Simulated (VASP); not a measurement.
The system is Na2S.

```xyz
3
Lattice="0.0000 3.2554 3.2554 3.2554 0.0000 3.2554 3.2554 3.2554 0.0000" Properties=species:S:1:pos:R:3 pbc="T T T"
Na    1.6277    1.6277    1.6277
Na    4.8831    4.8831    4.8831
S     0.0000    0.0000    0.0000
```

Base run:

- Program: VASP 6.6.1
- Functional: r2SCAN
- Potentials or basis: VASP PAW PBE potentials, release 64 (Na_pv, S)
- Cutoff: 550 eV
- k mesh: 8 × 8 × 8
- Occupations: gaussian, width 0.01 eV
- Spin: no spin polarisation

Its results: band gap on the k mesh 3.11 eV, direct; pressure -0.1 GPa.

Question: The run is repeated on the same cell with these changes: functional from r2SCAN to PBE; cutoff from 550 eV to 500 eV. What comes out?

Answer: Band gap on the k mesh 2.53 eV, direct; pressure 0.8 GPa.

r2SCAN gives the wider gap, since meta-GGAs in the generalised Kohn-Sham scheme recover part of the derivative discontinuity.

Caveats: the PAW data sets were made with another functional, which shifts forces and pressure a little (some runs).

A k mesh can miss the band edges.
